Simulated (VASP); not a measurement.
# NaF (Fm-3m) in VASP: further runs, part 2 of 2

VASP 6.6.1.

### Step 3. Relaxation of cell and atoms, r2SCAN

Input file POSCAR:

```
NaF
1.0
    0.0000000000      2.3499911958      2.3499911958
    2.3499911958      0.0000000000      2.3499911958
    2.3499911958      2.3499911958      0.0000000000
Na F
1 1
Direct
    0.0000000000      0.0000000000      0.0000000000
    0.5000000000      0.5000000000      0.5000000000
```

Input file INCAR.step1:

```
SYSTEM = NaF
PREC     = Accurate       ! precision mode
ENCUT    = 600            ! plane-wave cutoff, eV
ISMEAR   = -1             ! smearing method
SIGMA    = 0.02           ! smearing width, eV
LREAL    = .False.        ! projectors in reciprocal space
LASPH    = .True.         ! aspherical terms in the spheres
NELM     = 60             ! most SCF steps
GGA      = PE             ! functional
ALGO     = Normal         ! electronic algorithm
EDIFF    = 1E-4           ! SCF threshold, eV
LWAVE    = .True.         ! write WAVECAR
LCHARG   = .False.        ! write CHGCAR
```

Input file INCAR.step2:

```
SYSTEM = NaF
PREC     = Accurate       ! precision mode
ENCUT    = 600            ! plane-wave cutoff, eV
EDIFF    = 1E-6           ! SCF threshold, eV
ISMEAR   = -1             ! smearing method
SIGMA    = 0.02           ! smearing width, eV
LREAL    = .False.        ! projectors in reciprocal space
LASPH    = .True.         ! aspherical terms in the spheres
NELM     = 60             ! most SCF steps
ALGO     = Normal         ! electronic algorithm
ISIF     = 3              ! what is computed and relaxed
LWAVE    = .False.        ! write WAVECAR
LCHARG   = .False.        ! write CHGCAR
METAGGA  = R2SCAN         ! meta-GGA
LMIXTAU  = .True.       
IBRION   = 2              ! ionic algorithm
NSW      = 80             ! ionic steps
EDIFFG   = -0.005         ! ionic threshold
ISTART   = 1
```

Input file KPOINTS:

```
Automatic mesh
0
Gamma
  8 8 8
  0 0 0
```

Potentials or basis: VASP PAW PBE potentials, release 64 (Na_pv, F).

On the command line:

```sh
$ cat potpaw_PBE.64/Na_pv/POTCAR potpaw_PBE.64/F/POTCAR > POTCAR
$ cp INCAR.step1 INCAR
$ mpirun -np 1 vasp_std > vasp.out
$ cp INCAR.step2 INCAR
$ mpirun -np 1 vasp_std > vasp.out
```

OUTCAR:

```text
SYSTEM = NaF
   PREC = Accurate
   ENCUT = 600
   EDIFF = 1E-6
   ISMEAR = -1
   LREAL = .False.
   LASPH = .True.
   NELM = 60
   ISIF = 3
   METAGGA = R2SCAN
   IBRION = 2
   NSW = 80
   EDIFFG = -0.005
   ISTART = 1

 ion  position               nearest neighbor table
   1  0.000  0.000  0.000-
   2  0.500  0.500  0.500-

  LATTYP: Found a face centered cubic cell.
 ALAT       =     4.6999823916

  Lattice vectors:

 A1 = (   0.0000000000,   2.3499911958,   2.3499911958)
 A2 = (   2.3499911958,   0.0000000000,   2.3499911958)
 A3 = (   2.3499911958,   2.3499911958,   0.0000000000)

Analysis of symmetry for initial positions (statically):
=====================================================================
 Subroutine PRICEL returns:
 Original cell was already a primitive cell.

 Routine SETGRP: Setting up the symmetry group for a
 face centered cubic supercell.

 Subroutine GETGRP returns: Found 48 space group operations
 (whereof 48 operations were pure point group operations)
 out of a pool of 48 trial point group operations.

The static configuration has the point symmetry O_h .

Analysis of symmetry for dynamics (positions and initial velocities):
=====================================================================
 Subroutine PRICEL returns:
 Original cell was already a primitive cell.

 Routine SETGRP: Setting up the symmetry group for a
 face centered cubic supercell.

 Subroutine GETGRP returns: Found 48 space group operations
 (whereof 48 operations were pure point group operations)
 out of a pool of 48 trial point group operations.

The dynamic configuration has the point symmetry O_h .

 Subroutine INISYM returns: Found 48 space group operations
 (whereof 48 operations are pure point group operations),
 and found     1 'primitive' translations

----------------------------------------------------------------------------------------

                                     Primitive cell

  volume of cell :      25.9555

  direct lattice vectors                    reciprocal lattice vectors
     0.000000000  2.349991196  2.349991196    -0.212766755  0.212766755  0.212766755
     2.349991196  0.000000000  2.349991196     0.212766755 -0.212766755  0.212766755
     2.349991196  2.349991196  0.000000000     0.212766755  0.212766755 -0.212766755

  length of vectors
     3.323389421  3.323389421  3.323389421     0.368522829  0.368522829  0.368522829

  position of ions in fractional coordinates (direct lattice)
     0.000000000  0.000000000  0.000000000
     0.500000000  0.500000000  0.500000000

  ion indices of the primitive-cell ions
   primitive index   ion index
                 1           1
                 2           2

----------------------------------------------------------------------------------------

 KPOINTS: Automatic mesh

Automatic generation of k-mesh.
 Grid dimensions read from file:
 generate k-points for:    8    8    8

 Generating k-lattice:

  Cartesian coordinates                     Fractional coordinates (reciprocal lattice)
    -0.026595844  0.026595844  0.026595844     0.125000000  0.000000000  0.000000000
     0.026595844 -0.026595844  0.026595844     0.000000000  0.125000000  0.000000000
[... 39 lines left out ...]
 [... further k-points ...]
   k-points           NKPTS =     29   k-points in BZ     NKDIM =     29   number of bands    NBANDS=     11
   number of dos      NEDOS =    301   number of ions     NIONS =      2
   total plane-waves  NPLWV =  21952
   dimension x,y,z NGX =    28 NGY =   28 NGZ =   28
   dimension x,y,z NGXF=    56 NGYF=   56 NGZF=   56
   ions per type =               1   1
   NGX,Y,Z   is equivalent  to a cutoff of  14.01, 14.01, 14.01 a.u.
   NGXF,Y,Z  is equivalent  to a cutoff of  28.01, 28.01, 28.01 a.u.
 SYSTEM =  NaF
   PREC   = accura    normal or accurate (medium, high low for compatibility)
   ISTART =      1    job   : 0-new  1-cont  2-samecut
   ICHARG =      0    charge: 1-file 2-atom 10-const
   ISPIN  =      1    spin polarized calculation?
   LNONCOLLINEAR =      F non collinear calculations
   LSORBIT =      F    spin-orbit coupling
   LASPH  =      T    aspherical Exc in radial PAW
   ENCUT  =  600.0 eV  44.10 Ry    6.64 a.u.   6.64  6.64  6.64*2*pi/ulx,y,z
   NELM   =     60;   NELMIN=  2; NELMDL=  0     # of ELM steps
   EDIFF  = 0.1E-05   stopping-criterion for ELM
   LREAL  =      F    real-space projection
   EDIFFG = -.5E-02   stopping-criterion for IOM
   NSW    =     80    number of steps for IOM
   IBRION =      2    ionic relax: 0-MD 1-quasi-New 2-CG
   NFREE  =      1    steps in history (QN), initial steepest desc. (CG)
   ISIF   =      3    stress and relaxation
   ISYM   =      2    0-nonsym 1-usesym 2-fastsym
   POTIM  = 0.5000    time-step for ionic-motion
   TEBEG  =    0.0;   TEEND  =   0.0 temperature during run
   PSTRESS=    0.0 pullay stress
   NELECT =      14.0000    total number of electrons
   NUPDOWN=      -1.0000    fix difference up-down
   EMIN   =  10.00;   EMAX   =-10.00  energy-range for DOS
   EFERMI =   0.00;   METHOD = LEGACY
   ISMEAR =    -1;   SIGMA  =   0.02  broadening in eV -4-tet -1-fermi 0-gaus
   EFERMI_NEDOS =   21; number of points for ismear=-14 and -15
   IALGO  =     38    algorithm
   IMIX   =      4    mixing-type and parameters
     AMIX     =   0.40;   BMIX     =  1.00
     AMIX_MAG =   1.60;   BMIX_MAG =  1.00
  volume/ion in A,a.u.               =      12.98        87.58
  Fermi-wavevector in a.u.,A,eV,Ry     =   1.332625  2.518296 24.162440  1.775889
  Thomas-Fermi vector in A             =   2.461545
   LORBIT       =      0    0 simple, 1 ext, 2 COOP (PROOUT), +10 PAW based schemes
   METAGGA = R2SCAN    functional components
   LHFCALC =     F    Hartree Fock is set to
   AEXX    =    0.0000 exact exchange contribution
   IVDW    =     0    specifies the selected vdW correction
   LEPSILON=     F    determine dielectric tensor
   LRPA    =     F    only Hartree local field effects (RPA)
 conjugate gradient relaxation of ions
 non-spin polarized calculation
  energy-cutoff  :      600.00
  volume of cell :       25.96
 maximum number of plane-waves:       893
   NGX = 13   NGY = 13   NGZ = 13

--------------------------------------- Ionic step        1  -------------------------------------------

 number of electron      14.0000002 magnetization

 Free energy of the ion-electron system (eV)
  ---------------------------------------------------
  ext. energy  EPLUGINS =         0.00000000
  ---------------------------------------------------
  free energy    TOTEN  =       -12.58354259 eV

  energy without entropy =      -12.58354259  energy(sigma->0) =      -12.58354259

------------------------ aborting loop because EDIFF is reached ----------------------------------------

  FORCE on cell =-STRESS in cart. coord.  units (eV):
  Direction    XX          YY          ZZ          XY          YZ          ZX
  --------------------------------------------------------------------------------------
  -------------------------------------------------------------------------------------
  Total       -0.6149040     -0.6149040     -0.6149040      0.0000000     -0.0000000      0.0000000
  in kB      -37.9567649    -37.9567649    -37.9567649      0.0000000     -0.0000000      0.0000000
  external PRESSURE =     -37.9567649 kB  Pullay stress =       0.0000000 kB
[... 59 lines left out ...]
--------------------------------------- Ionic step        3  -------------------------------------------

 number of electron      14.0000002 magnetization

 E-fermi :  -2.1464     XC(G=0):  -9.9300

 val. band max:       -2.6054844720   @ k =   0.0000   0.0000   0.0000
 cond. band min:       4.7347147870   @ k =   0.0000   0.0000   0.0000
 fundamental gap:      7.3401992590
 Fermi energy:        -2.1463627312

 k-point     1 :       0.0000    0.0000    0.0000
  band No.  band energies     occupation
      1     -22.9502      2.00000
      2     -22.0140      2.00000
      3     -22.0137      2.00000
      4     -22.0137      2.00000
      5      -2.6055      2.00000
      6      -2.6055      2.00000
      7      -2.6055      2.00000
      8       4.7347      0.00000
      9      17.3906      0.00000
     10      17.3906      0.00000
     11      17.3907      0.00000
[... 357 lines left out ...]
--------------------------------------- Ionic step        4  -------------------------------------------

 number of electron      13.9999999 magnetization

 Free energy of the ion-electron system (eV)
  ---------------------------------------------------
  ext. energy  EPLUGINS =         0.00000000
  ---------------------------------------------------
  free energy    TOTEN  =       -12.61197205 eV

  energy without entropy =      -12.61197205  energy(sigma->0) =      -12.61197205

 E-fermi :  -2.0291     XC(G=0):  -9.9969

 val. band max:       -2.5511723016   @ k =   0.0000   0.0000   0.0000
 cond. band min:       4.8622945135   @ k =   0.0000   0.0000   0.0000
 fundamental gap:      7.4134668151
 Fermi energy:        -2.0291158143

 k-point     1 :       0.0000    0.0000    0.0000
  band No.  band energies     occupation
      1     -22.9172      2.00000
      2     -21.9225      2.00000
      3     -21.9222      2.00000
      4     -21.9222      2.00000
      5      -2.5512      2.00000
      6      -2.5512      2.00000
      7      -2.5512      2.00000
      8       4.8623      0.00000
      9      17.5345      0.00000
     10      17.5345      0.00000
     11      17.5346      0.00000
[... 351 lines left out ...]
  FREE ENERGIE OF THE ION-ELECTRON SYSTEM (eV)
  ---------------------------------------------------
  free  energy   TOTEN  =       -12.6119720458 eV

  energy  without entropy=      -12.6119720458  energy(sigma->0) =      -12.61197205

 reached required accuracy - stopping structural energy minimisation
```

Wall time 2.3 min (1 thread of Intel Xeon 6975P-C, shared host); peak memory 0.16 GiB.

Results:

| Property | Result |
| --- | --- |
| Free energy | -12.6120 eV |
| Relaxed volume | 11.93 Å³/atom |
| Relaxed cell | a = 3.232 Å, b = 3.232 Å, c = 3.232 Å, α = 60.00°, β = 60.00°, γ = 60.00° |
| Space group after relaxing (to 0.05 Å) | Fm-3m (No. 225) |
| Energy gained by relaxing | 14.2 meV/atom |
| Ionic steps | 4 |
| Pressure after relaxing | 0.0 GPa |
| Band gap on the k mesh | 7.41 eV, direct |

Step by step:
| step | energy change (eV) | largest force (eV/Å) | pressure (GPa) | volume (Å³) |
| --- | --- | --- | --- | --- |
| 1 | 0.0000 | 0.0000 | -3.80 | 25.96 |
| 2 | -0.0217 | 0.0000 | -2.02 | 24.82 |
| 3 | -0.0276 | 0.0000 | -0.65 | 24.16 |
| 4 | -0.0284 | 0.0000 | 0.04 | 23.87 |

Final structure:
```xyz
2
Lattice="0.0000 2.2852 2.2852 2.2852 0.0000 2.2852 2.2852 2.2852 0.0000" Properties=species:S:1:pos:R:3 pbc="T T T"
Na    4.5704    2.2852    2.2852
F     2.2852    2.2852    2.2852
```

Levels at points of the mesh, in eV from the valence-band top:
| k point | band 5 | band 6 | band 7 | band 8 | band 9 | band 10 |
| --- | --- | --- | --- | --- | --- | --- |
| (0.00, 0.00, 0.00) | 0.00 | 0.00 | 0.00 | 7.41 | 20.09 | 20.09 |
| (0.50, 0.00, 0.00) | -1.64 | -0.29 | -0.29 | 11.90 | 13.78 | 21.88 |
| (0.50, 0.50, 0.00) | -1.32 | -0.42 | -0.42 | 14.07 | 14.43 | 15.27 |

Caveat: the PAW data sets were made with another functional, which shifts forces and pressure a little.

### Step 4. Single point, HSE06

This run uses another cell than the first one, of 12.47 Å³/atom, 0.961 times its volume.

Input file POSCAR:

```
NaF
1.0
    0.0000000000      2.3188591247      2.3188591247
    2.3188591247      0.0000000000      2.3188591247
    2.3188591247      2.3188591247      0.0000000000
Na F
1 1
Direct
    0.0000000000      0.0000000000      0.0000000000
    0.5000000000      0.5000000000      0.5000000000
```

Input file INCAR.step1:

```
SYSTEM = NaF
PREC = Accurate ; ENCUT = 520
EDIFF = 1E-5 ; ISMEAR = -1
SIGMA = 0.02 ; LREAL = .FALSE.
LASPH = .TRUE. ; NELM = 60
ALGO = Normal ; ISIF = 2
LWAVE = .TRUE. ; NBANDS = 14
GGA = PE
```

Input file INCAR.step2:

```
SYSTEM = NaF
PREC = Accurate ; ENCUT = 520
EDIFF = 1E-6 ; ISMEAR = -1
SIGMA = 0.02 ; LREAL = .FALSE.
LASPH = .TRUE. ; NELM = 60
ALGO = Normal ; ISIF = 2
LWAVE = .FALSE. ; LCHARG = .TRUE.
GGA = PE ; LHFCALC = .TRUE.
HFSCREEN = 0.2079 ; PRECFOCK = Normal
LELF = .TRUE. ; LVHAR = .TRUE.
NBANDS = 14 ; ISTART = 1
```

Input file KPOINTS:

```
Automatic mesh
0
G
  6 6 6
  0 0 0
```

On the command line:

```sh
$ cat potpaw_PBE.64/Na_pv/POTCAR potpaw_PBE.64/F/POTCAR > POTCAR
$ cp INCAR.step1 INCAR
$ mpirun -np 1 vasp_std > vasp.out
$ cp INCAR.step2 INCAR
$ mpirun -np 1 vasp_std > vasp.out
```

Run time: 15 min. Hardware: 1 thread of Intel Xeon 6975P-C, shared host; peak memory 0.24 GiB.

The run converged. Its results:

```yaml
Free_energy: -10.3131 eV
Pressure: 0.1 GPa
Band_gap_on_the_k_mesh: 8.43 eV, direct
```

Levels at points of the mesh, in eV from the valence-band top:
| k point | band 3 | band 4 | band 5 | band 6 | band 7 | band 8 | band 9 | band 10 | band 11 | band 12 |
| --- | --- | --- | --- | --- | --- | --- | --- | --- | --- | --- |
| (0.00, 0.00, 0.00) | -20.38 | -20.38 | 0.00 | 0.00 | 0.00 | 8.43 | 21.33 | 21.33 | 21.33 | 23.94 |
| (0.50, 0.00, 0.00) | -20.39 | -19.64 | -1.62 | -0.27 | -0.27 | 12.98 | 14.81 | 22.52 | 22.52 | 25.52 |
| (0.50, 0.50, 0.00) | -20.43 | -20.43 | -1.32 | -0.43 | -0.43 | 15.47 | 15.48 | 15.95 | 22.33 | 22.33 |

Caveat: the PAW data sets were made with another functional, which shifts forces and pressure a little.

### Step 5. Overview

```tsv
task	level	potentials or basis	cell	k mesh	cutoff (eV)	grid for exact exchange (PRECFOCK)	screening parameter	gap on the mesh (eV)	pressure (GPa)	relaxed volume (Å³/atom)
relaxation of cell and atoms	LDA	VASP PAW LDA potentials, release 64 (Na_pv, F)	relaxed from a = 3.323 Å, angles 60.0°, 2 atoms	8 × 8 × 8	600	-	-	6.46	0.0	11.37
relaxation of cell and atoms	r2SCAN	VASP PAW PBE potentials, release 64 (Na_pv, F)	relaxed from a = 3.323 Å, angles 60.0°, 2 atoms	8 × 8 × 8	600	-	-	7.41	0.0	11.93
single point	HSE06	VASP PAW PBE potentials, release 64 (Na_pv, F)	a = 3.279 Å, angles 60.0°, 2 atoms	6 × 6 × 6	520	Normal	0.2079 1/Å	8.43	0.1	-
```

Alike in all rows: no spin polarisation; smearing fermi-dirac 0.02 eV.

Caveats: the PAW data sets were made with another functional, which shifts forces and pressure a little (some runs).

Total energies depend on the potentials used, so only differences within one code and one set of settings carry meaning.
